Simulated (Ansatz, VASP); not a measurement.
One calculation of Cu, two programs

```
Cu
1.0
     0.00000    1.85093    1.85093
     1.85093    0.00000    1.85093
     1.85093    1.85093    0.00000
Cu
1
Direct
  0.00000 0.00000 0.00000
```

Alike in both runs: functional BLYP; k mesh 15 × 15 × 15; occupations fermi-dirac, width 0.1 eV; no spin polarisation.

Ansatz relaxed the structure, and its values are those at the end. VASP's run is a single point on that final structure, the one shown.

|  | VASP | Ansatz |
| --- | --- | --- |
| version | VASP 6.6.1 | Ansatz 0.2.0 |
| potentials or method | VASP PAW PBE potentials, release 64 (Cu), cutoff 520 eV | plane waves (420 eV) with PAW, scalar-relativistic |
| valence electrons in the cell | 11 | 19 |

|  | VASP | Ansatz | Ansatz less VASP |
| --- | --- | --- | --- |
| pressure (GPa) | 0.7 | 0.0 | -0.71 |

VASP's potentials were made for PBE, not for BLYP. With one functional, cell and mesh, what is left measures potentials, basis and numerics. VASP's potentials hold 11 valence electrons a cell and Ansatz's 19, so a difference there can come from the potentials and not from the codes.
